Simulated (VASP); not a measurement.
# ErSc2Sb3 (P4/mmm) in VASP: further runs

The runs below take ErSc2Sb3 through single point, with PBE.

Everything below comes from runs of VASP 6.6.1. Logs are shortened: lines on timing, memory, paths and dates and some standing lists are left out, and cuts for length are marked.

### Step 1. The cell of the first run

The structure is tetragonal, space group P4/mmm (No. 123). The conventional cell has a = 4.163 Å, b = 4.163 Å, c = 10.885 Å, α = 90.00°, β = 90.00°, γ = 90.00°. Within 3.9 Å of Er (site symmetry 4/mmm) lie 6 Sb at 2.94 to 3.15 Å. Within 3.8 Å of Sc (site symmetry 4mm) lie 5 Sb at 2.85 to 2.96 Å. Within 3.8 Å of Sb (site symmetry 4/mmm) lie 2 Sc at 2.85 Å and 4 Er at 2.94 Å. Within 3.9 Å of Sb (site symmetry 4mm) lie 4 Sc at 2.96 Å and 1 Er at 3.15 Å.

The cell was built from a structure type or drawn by symmetry, and may not be a known phase.

### Step 2. Single point, PBE

The input, INCAR:

```
SYSTEM = ErSc2Sb3
PREC     = Accurate       ! precision mode
ENCUT    = 500            ! plane-wave cutoff, eV
EDIFF    = 1E-6           ! SCF threshold, eV
ISMEAR   = 0              ! smearing method
SIGMA    = 0.2            ! smearing width, eV
LREAL    = .FALSE.        ! projectors in reciprocal space
LASPH    = .TRUE.         ! aspherical terms in the spheres
NELM     = 200            ! most SCF steps
ALGO     = Normal         ! electronic algorithm
ISIF     = 2              ! what is computed and relaxed
LWAVE    = .FALSE.        ! write WAVECAR
LCHARG   = .FALSE.        ! write CHGCAR
GGA      = PE             ! functional
NBANDS   = 32             ! bands
GGA_COMPAT= .FALSE.      
LMAXMIX  = 6              ! l up to which the mixer works
```

The input, KPOINTS:

```
Automatic mesh
0
G
  4 4 2
  0 0 0
```

The input, POSCAR:

```
ErSc2Sb3
1.0
    4.1630635835      0.0000000000      0.0000000000
    0.0000000000      4.1630635835      0.0000000000
    0.0000000000      0.0000000000     10.8848292086
Er Sc Sb
1 2 3
Direct
    0.5000000000      0.5000000000      0.0000000000
    0.0000000000      0.0000000000      0.2616300680
    0.0000000000      0.0000000000      0.7383699320
    0.0000000000      0.0000000000      0.0000000000
    0.5000000000      0.5000000000      0.7103677466
    0.5000000000      0.5000000000      0.2896322534
```

Potentials or basis: VASP PAW PBE potentials, release 64 (Er_3, Sc_sv, Sb), 4f in core.

Run with:

```console
> cat potpaw_PBE.64/Er_3/POTCAR potpaw_PBE.64/Sc_sv/POTCAR potpaw_PBE.64/Sb/POTCAR > POTCAR
> mpirun -np 1 vasp_std > vasp.out
```

OUTCAR:

```text
SYSTEM = ErSc2Sb3
   PREC = Accurate
   ENCUT = 500
   EDIFF = 1E-6
   ISMEAR = 0
   LREAL = .FALSE.
   LASPH = .TRUE.
   NELM = 200
   ISIF = 2
   GGA = PE

 ion  position               nearest neighbor table
   1  0.500  0.500  0.000-   4 2.94   4 2.94   4 2.94   4 2.94   6 3.15   5 3.15
   2  0.000  0.000  0.262-   4 2.85   6 2.96   6 2.96   6 2.96   6 2.96
   3  0.000  0.000  0.738-   4 2.85   5 2.96   5 2.96   5 2.96   5 2.96
   4  0.000  0.000  0.000-   2 2.85   3 2.85   1 2.94   1 2.94   1 2.94   1 2.94
   5  0.500  0.500  0.710-   3 2.96   3 2.96   3 2.96   3 2.96   1 3.15
   6  0.500  0.500  0.290-   2 2.96   2 2.96   2 2.96   2 2.96   1 3.15

  LATTYP: Found a simple tetragonal cell.
 ALAT       =     4.1630635835
 C/A-ratio  =     2.6146199764

  Lattice vectors:

 A1 = (   4.1630635835,   0.0000000000,   0.0000000000)
 A2 = (   0.0000000000,   4.1630635835,   0.0000000000)
 A3 = (   0.0000000000,   0.0000000000,  10.8848292086)

Analysis of symmetry for initial positions (statically):
=====================================================================
 Subroutine PRICEL returns:
 Original cell was already a primitive cell.

 Routine SETGRP: Setting up the symmetry group for a
 simple tetragonal supercell.

 Subroutine GETGRP returns: Found 16 space group operations
 (whereof 16 operations were pure point group operations)
 out of a pool of 16 trial point group operations.

The static configuration has the point symmetry D_4h.

Analysis of symmetry for dynamics (positions and initial velocities):
=====================================================================
 Subroutine PRICEL returns:
 Original cell was already a primitive cell.

 Routine SETGRP: Setting up the symmetry group for a
 simple tetragonal supercell.

 Subroutine GETGRP returns: Found 16 space group operations
 (whereof 16 operations were pure point group operations)
 out of a pool of 16 trial point group operations.

The dynamic configuration has the point symmetry D_4h.

 Subroutine INISYM returns: Found 16 space group operations
 (whereof 16 operations are pure point group operations),
 and found     1 'primitive' translations

----------------------------------------------------------------------------------------

                                     Primitive cell

  volume of cell :     188.6460

  direct lattice vectors                    reciprocal lattice vectors
     4.163063583  0.000000000  0.000000000     0.240207717  0.000000000  0.000000000
     0.000000000  4.163063583  0.000000000     0.000000000  0.240207717  0.000000000
     0.000000000  0.000000000 10.884829209     0.000000000  0.000000000  0.091870987

  length of vectors
     4.163063583  4.163063583 10.884829209     0.240207717  0.240207717  0.091870987

  position of ions in fractional coordinates (direct lattice)
     0.500000000  0.500000000  0.000000000
     0.000000000  0.000000000  0.261630068
     0.000000000  0.000000000  0.738369932
     0.000000000  0.000000000  0.000000000
     0.500000000  0.500000000  0.710367747
     0.500000000  0.500000000  0.289632253

  ion indices of the primitive-cell ions
   primitive index   ion index
                 1           1
                 2           2
                 3           3
                 4           4
                 5           5
                 6           6

----------------------------------------------------------------------------------------

 KPOINTS: Automatic mesh

Automatic generation of k-mesh.
 Grid dimensions read from file:
 generate k-points for:    4    4    2

 Generating k-lattice:

  Cartesian coordinates                     Fractional coordinates (reciprocal lattice)
     0.060051929  0.000000000  0.000000000     0.250000000  0.000000000  0.000000000
     0.000000000  0.060051929  0.000000000     0.000000000  0.250000000  0.000000000
     0.000000000  0.000000000  0.045935493     0.000000000  0.000000000  0.500000000

  Length of vectors
     0.060051929  0.060051929  0.045935493

  Shift w.r.t. Gamma in fractional coordinates (k-lattice)
     0.000000000  0.000000000  0.000000000

 Subroutine IBZKPT returns following result:
 ===========================================

 Found     12 irreducible k-points:

 Following reciprocal coordinates:
            Coordinates               Weight
  0.000000  0.000000  0.000000      1.000000
  0.250000  0.000000  0.000000      4.000000
  0.500000  0.000000  0.000000      2.000000
  0.250000  0.250000  0.000000      4.000000
  0.500000  0.250000  0.000000      4.000000
  0.500000  0.500000  0.000000      1.000000
  0.000000  0.000000  0.500000      1.000000
  0.250000  0.000000  0.500000      4.000000
  0.500000  0.000000  0.500000      2.000000
  0.250000  0.250000  0.500000      4.000000
  0.500000  0.250000  0.500000      4.000000
  0.500000  0.500000  0.500000      1.000000
   k-points           NKPTS =     12   k-points in BZ     NKDIM =     12   number of bands    NBANDS=     32
   number of dos      NEDOS =    301   number of ions     NIONS =      6
   total plane-waves  NPLWV =  72000
   dimension x,y,z NGX =    30 NGY =   30 NGZ =   80
   dimension x,y,z NGXF=    60 NGYF=   60 NGZF=  160
   ions per type =               1   2   3
   NGX,Y,Z   is equivalent  to a cutoff of  11.98, 11.98, 12.22 a.u.
   NGXF,Y,Z  is equivalent  to a cutoff of  23.96, 23.96, 24.44 a.u.
 SYSTEM =  ErSc2Sb3
   PREC   = accura    normal or accurate (medium, high low for compatibility)
   ISTART =      0    job   : 0-new  1-cont  2-samecut
   ICHARG =      2    charge: 1-file 2-atom 10-const
   ISPIN  =      1    spin polarized calculation?
   LNONCOLLINEAR =      F non collinear calculations
   LSORBIT =      F    spin-orbit coupling
   LASPH  =      T    aspherical Exc in radial PAW
   ENCUT  =  500.0 eV  36.75 Ry    6.06 a.u.   7.59  7.59 19.85*2*pi/ulx,y,z
   NELM   =    200;   NELMIN=  2; NELMDL= -5     # of ELM steps
   EDIFF  = 0.1E-05   stopping-criterion for ELM
   LREAL  =      F    real-space projection
   EDIFFG = 0.1E-04   stopping-criterion for IOM
   NSW    =      0    number of steps for IOM
   IBRION =     -1    ionic relax: 0-MD 1-quasi-New 2-CG
   NFREE  =      0    steps in history (QN), initial steepest desc. (CG)
   ISIF   =      2    stress and relaxation
   ISYM   =      2    0-nonsym 1-usesym 2-fastsym
   POTIM  = 0.5000    time-step for ionic-motion
   TEBEG  =    0.0;   TEEND  =   0.0 temperature during run
   PSTRESS=    0.0 pullay stress
   NELECT =      46.0000    total number of electrons
   NUPDOWN=      -1.0000    fix difference up-down
   EMIN   =  10.00;   EMAX   =-10.00  energy-range for DOS
   EFERMI =   0.00;   METHOD = LEGACY
   ISMEAR =     0;   SIGMA  =   0.20  broadening in eV -4-tet -1-fermi 0-gaus
   EFERMI_NEDOS =   21; number of points for ismear=-14 and -15
   IALGO  =     38    algorithm
   IMIX   =      4    mixing-type and parameters
     AMIX     =   0.40;   BMIX     =  1.00
     AMIX_MAG =   1.60;   BMIX_MAG =  1.00
  volume/ion in A,a.u.               =      31.44       212.17
  Fermi-wavevector in a.u.,A,eV,Ry     =   1.022771  1.932756 14.232504  1.046060
  Thomas-Fermi vector in A             =   2.156468
   LORBIT       =      0    0 simple, 1 ext, 2 COOP (PROOUT), +10 PAW based schemes
   GGA     = PE    functional components
   LHFCALC =     F    Hartree Fock is set to
   AEXX    =    0.0000 exact exchange contribution
   IVDW    =     0    specifies the selected vdW correction
   LEPSILON=     F    determine dielectric tensor
   LRPA    =     F    only Hartree local field effects (RPA)
 non-spin polarized calculation
 Gauss-broadening in eV      SIGMA  =   0.20
  energy-cutoff  :      500.00
  volume of cell :      188.65
 maximum number of plane-waves:      4812
   NGX = 15   NGY = 15   NGZ = 39

 number of electron      45.9999997 magnetization

 Free energy of the ion-electron system (eV)
  ---------------------------------------------------
  ext. energy  EPLUGINS =         0.00000000
  ---------------------------------------------------
  free energy    TOTEN  =       -33.99241001 eV

  energy without entropy =      -33.96071854  energy(sigma->0) =      -33.97656428

 E-fermi :   4.2345     XC(G=0):  -8.9387

 val. band max:        4.2097579898   @ k =   0.0000   0.0000   0.0000
 cond. band min:       4.3193923567   @ k =   0.0000   0.0000   0.5000
 fundamental gap:      0.1096343669
 Fermi energy:         4.2345007188

 k-point     1 :       0.0000    0.0000    0.0000
  band No.  band energies     occupation
      1     -45.9155      2.00000
      2     -45.9154      2.00000
      3     -24.6566      2.00000
      4     -24.6561      2.00000
      5     -24.4752      2.00000
      6     -24.4752      2.00000
[... 24 lines left out ...]
     31       5.5300      0.00000
     32       6.5405      0.00000

 k-point     2 :       0.2500    0.0000    0.0000
  band No.  band energies     occupation
      1     -45.9151      2.00000
      2     -45.9150      2.00000
      3     -24.6558      2.00000
      4     -24.6554      2.00000
      5     -24.4848      2.00000
      6     -24.4847      2.00000
[... 24 lines left out ...]
     31       6.3303      0.00000
     32       6.8424      0.00000

 k-point     3 :       0.5000    0.0000    0.0000
  band No.  band energies     occupation
      1     -45.9147      2.00000
      2     -45.9147      2.00000
      3     -24.6551      2.00000
      4     -24.6547      2.00000
      5     -24.4944      2.00000
      6     -24.4943      2.00000
[... 24 lines left out ...]
     31       6.8449      0.00000
     32       7.2323      0.00000

 k-point     4 :       0.2500    0.2500    0.0000
  band No.  band energies     occupation
      1     -45.9147      2.00000
      2     -45.9146      2.00000
      3     -24.6551      2.00000
      4     -24.6546      2.00000
      5     -24.4831      2.00000
      6     -24.4829      2.00000
[... 234 lines left out ...]
     31       6.2530      0.00000
     32       6.3725      0.00000

 k-point    11 :       0.5000    0.2500    0.5000
  band No.  band energies     occupation
      1     -45.9143      2.00000
      2     -45.9142      2.00000
      3     -24.6547      2.00000
      4     -24.6537      2.00000
      5     -24.4927      2.00000
      6     -24.4926      2.00000
[... 24 lines left out ...]
     31       6.3341      0.00000
     32       6.9114      0.00000

 k-point    12 :       0.5000    0.5000    0.5000
  band No.  band energies     occupation
      1     -45.9138      2.00000
      2     -45.9137      2.00000
      3     -24.6540      2.00000
      4     -24.6529      2.00000
      5     -24.4910      2.00000
      6     -24.4910      2.00000
[... 24 lines left out ...]
     31       6.4580      0.00000
     32       6.6626      0.00000

------------------------ aborting loop because EDIFF is reached ----------------------------------------

  FORCE on cell =-STRESS in cart. coord.  units (eV):
  Direction    XX          YY          ZZ          XY          YZ          ZX
  --------------------------------------------------------------------------------------
  -------------------------------------------------------------------------------------
  Total        0.2136514      0.2136514      0.6468479      0.0000000      0.0000000     -0.0000000
  in kB        1.8145489      1.8145489      5.4937015      0.0000000      0.0000000     -0.0000000
  external PRESSURE =       3.0409331 kB  Pullay stress =       0.0000000 kB

 VOLUME and BASIS-vectors are now :
 -----------------------------------------------------------------------------
  energy-cutoff  :      500.00
  volume of cell :      188.65
      direct lattice vectors                 reciprocal lattice vectors
     4.163063583  0.000000000  0.000000000     0.240207717  0.000000000  0.000000000
     0.000000000  4.163063583  0.000000000     0.000000000  0.240207717  0.000000000
     0.000000000  0.000000000 10.884829209     0.000000000  0.000000000  0.091870987

 POSITION                                       TOTAL-FORCE (eV/Angst)
 -----------------------------------------------------------------------------------
      2.08153      2.08153      0.00000         0.000000      0.000000      0.000000
      0.00000      0.00000      2.84780         0.000000      0.000000      0.032703
      0.00000      0.00000      8.03703        -0.000000      0.000000     -0.032703
      0.00000      0.00000      0.00000         0.000000      0.000000      0.000000
      2.08153      2.08153      7.73223         0.000000     -0.000000     -0.024984
      2.08153      2.08153      3.15260        -0.000000     -0.000000      0.024984
 -----------------------------------------------------------------------------------
    total drift:                                0.000000      0.000000      0.000000

  FREE ENERGIE OF THE ION-ELECTRON SYSTEM (eV)
  ---------------------------------------------------
  free  energy   TOTEN  =       -33.9924100127 eV

  energy  without entropy=      -33.9607185439  energy(sigma->0) =      -33.97656428
```

Run time: 54 s. Hardware: 1 thread of Intel Xeon 6975P-C (Granite Rapids), shared host; peak memory 0.29 GiB.

Results:

| Property | Result |
| --- | --- |
| Free energy | -33.9924 eV |
| Pressure | 0.3 GPa |
| Largest force | 0.033 eV/Å |
| Band gap on the k mesh | zero (bands 23 and 24 overlap by 0.35 eV) |

Forces in eV/Å, atoms in the order of the input:
```
Er   0.000  0.000  0.000
Sc   0.000  0.000  0.033
Sc   0.000  0.000 -0.033
Sb   0.000  0.000  0.000
Sb   0.000  0.000 -0.025
Sb   0.000  0.000  0.025
```

Caveat: the k points lie up to 0.38 Å⁻¹ apart; spin-orbit coupling is left out, which moves the levels of the heavy elements; the 4f electrons are frozen in the core, so they carry no moment and show no levels. Spin polarisation is off, so any magnetic state and its effect on volume and gap are missing.

### Step 3. Single point, PBE

The input, INCAR:

```
SYSTEM = ErSc2Sb3
PREC = Accurate
ENCUT = 500
EDIFF = 1E-6
ISMEAR = 0
SIGMA = 0.1
LREAL = .FALSE.
LASPH = .TRUE.
NELM = 200
ALGO = Normal
ISIF = 2
LWAVE = .FALSE.
LCHARG = .TRUE.
GGA = PE
LELF = .TRUE.
LVHAR = .TRUE.
NBANDS = 32
GGA_COMPAT = .FALSE.
LMAXMIX = 6
```

The input, KPOINTS:

```
regular mesh
0
G
  4 4 2
  0 0 0
```

POSCAR is that of step 2.

Potentials or basis: VASP PAW PBE potentials, release 64 (Er_3, Sc_sv, Sb), 4f in core.

Run with:

```console
> cat potpaw_PBE.64/Er_3/POTCAR potpaw_PBE.64/Sc_sv/POTCAR potpaw_PBE.64/Sb/POTCAR > POTCAR
> mpirun -np 1 vasp_std > vasp.out
```

OUTCAR:

```text
SYSTEM = ErSc2Sb3
   PREC = Accurate
   ENCUT = 500
   EDIFF = 1E-6
   ISMEAR = 0
   LREAL = .FALSE.
   LASPH = .TRUE.
   NELM = 200
   ISIF = 2
   GGA = PE

 ion  position               nearest neighbor table
   1  0.500  0.500  0.000-   4 2.94   4 2.94   4 2.94   4 2.94   6 3.15   5 3.15
   2  0.000  0.000  0.262-   4 2.85   6 2.96   6 2.96   6 2.96   6 2.96
   3  0.000  0.000  0.738-   4 2.85   5 2.96   5 2.96   5 2.96   5 2.96
   4  0.000  0.000  0.000-   2 2.85   3 2.85   1 2.94   1 2.94   1 2.94   1 2.94
   5  0.500  0.500  0.710-   3 2.96   3 2.96   3 2.96   3 2.96   1 3.15
   6  0.500  0.500  0.290-   2 2.96   2 2.96   2 2.96   2 2.96   1 3.15

[... 612 lines left out ...]
  Total        0.2311321      0.2311321      0.5747290      0.0000000      0.0000000     -0.0000000
  in kB        1.9630132      1.9630132      4.8811932      0.0000000      0.0000000     -0.0000000
  external PRESSURE =       2.9357398 kB  Pullay stress =       0.0000000 kB

 VOLUME and BASIS-vectors are now :
 -----------------------------------------------------------------------------
  energy-cutoff  :      500.00
  volume of cell :      188.65
      direct lattice vectors                 reciprocal lattice vectors
     4.163063583  0.000000000  0.000000000     0.240207717  0.000000000  0.000000000
     0.000000000  4.163063583  0.000000000     0.000000000  0.240207717  0.000000000
     0.000000000  0.000000000 10.884829209     0.000000000  0.000000000  0.091870987

 POSITION                                       TOTAL-FORCE (eV/Angst)
 -----------------------------------------------------------------------------------
      2.08153      2.08153      0.00000         0.000000      0.000000     -0.000000
      0.00000      0.00000      2.84780         0.000000      0.000000      0.025956
      0.00000      0.00000      8.03703         0.000000      0.000000     -0.025956
      0.00000      0.00000      0.00000         0.000000      0.000000     -0.000000
      2.08153      2.08153      7.73223        -0.000000      0.000000     -0.023836
      2.08153      2.08153      3.15260         0.000000     -0.000000      0.023836
 -----------------------------------------------------------------------------------
    total drift:                                0.000000      0.000000      0.000000

  FREE ENERGIE OF THE ION-ELECTRON SYSTEM (eV)
  ---------------------------------------------------
  free  energy   TOTEN  =       -33.9806511806 eV

  energy  without entropy=      -33.9729015235  energy(sigma->0) =      -33.97677635
```

OSZICAR:

```text
N       E                     dE             d eps       ncg     rms          rms(c)
DAV:   1     0.478518219436E+03    0.47852E+03   -0.18792E+04  1112   0.124E+03
DAV:   2    -0.388212728663E+01   -0.48240E+03   -0.47031E+03  1176   0.511E+02
DAV:   3    -0.366989678285E+02   -0.32817E+02   -0.31933E+02  1400   0.135E+02
DAV:   4    -0.380021728093E+02   -0.13032E+01   -0.12830E+01  1200   0.248E+01
DAV:   5    -0.381157510309E+02   -0.11358E+00   -0.11322E+00  1376   0.961E+00    0.274E+01
DAV:   6    -0.340547881870E+02    0.40610E+01   -0.14428E+01  1224   0.251E+01    0.138E+01
DAV:   7    -0.339775446508E+02    0.77244E-01   -0.10680E+00  1336   0.779E+00    0.545E+00
DAV:   8    -0.339772883139E+02    0.25634E-03   -0.13978E-01  1304   0.216E+00    0.641E-01
DAV:   9    -0.339782123494E+02   -0.92404E-03   -0.14626E-02  1176   0.783E-01    0.331E-01
DAV:  10    -0.339798652298E+02   -0.16529E-02   -0.55353E-03  1272   0.468E-01    0.834E-02
DAV:  11    -0.339801588906E+02   -0.29366E-03   -0.67359E-04  1200   0.209E-01    0.509E-02
DAV:  12    -0.339805176252E+02   -0.35873E-03   -0.49699E-04  1120   0.140E-01    0.262E-02
DAV:  13    -0.339806301850E+02   -0.11256E-03   -0.22398E-04   944   0.981E-02    0.825E-03
DAV:  14    -0.339806455969E+02   -0.15412E-04   -0.38951E-05  1120   0.383E-02    0.710E-03
DAV:  15    -0.339806489832E+02   -0.33863E-05   -0.50967E-06   896   0.155E-02    0.360E-03
DAV:  16    -0.339806510131E+02   -0.20299E-05   -0.36946E-06   816   0.122E-02    0.188E-03
DAV:  17    -0.339806511806E+02   -0.16752E-06   -0.31126E-07   776   0.749E-03
   1 F= -.33980651E+02 E0= -.33976776E+02  d E =-.774966E-02
```

stdout:

```text
POSCAR found type information on POSCAR ErScSb
 POSCAR found :  3 types and       6 ions
 scaLAPACK will be used
 LDA part: xc-table for (Slater+PW92), standard interpolation
 POSCAR, INCAR and KPOINTS ok, starting setup
 FFT: planning ... GRIDC
 FFT: planning ... GRID_SOFT
 FFT: planning ... GRID
 WAVECAR not read
 entering main loop
```

Run time: 62 s. Hardware: 1 thread of Intel Xeon 6975P-C (Granite Rapids), shared host; peak memory 0.28 GiB.

Results:

* Free energy: -33.9807 eV
* Pressure: 0.3 GPa
* Largest force: 0.026 eV/Å
* Band gap on the k mesh: zero (bands 23 and 24 overlap by 0.35 eV)

Forces in eV/Å, atoms in the order of the input:
```
Er   0.000  0.000  0.000
Sc   0.000  0.000  0.026
Sc   0.000  0.000 -0.026
Sb   0.000  0.000  0.000
Sb   0.000  0.000 -0.024
Sb   0.000  0.000  0.024
```

Caveat: the k points lie up to 0.38 Å⁻¹ apart; spin-orbit coupling is left out, which moves the levels of the heavy elements; the 4f electrons are frozen in the core, so they carry no moment and show no levels.
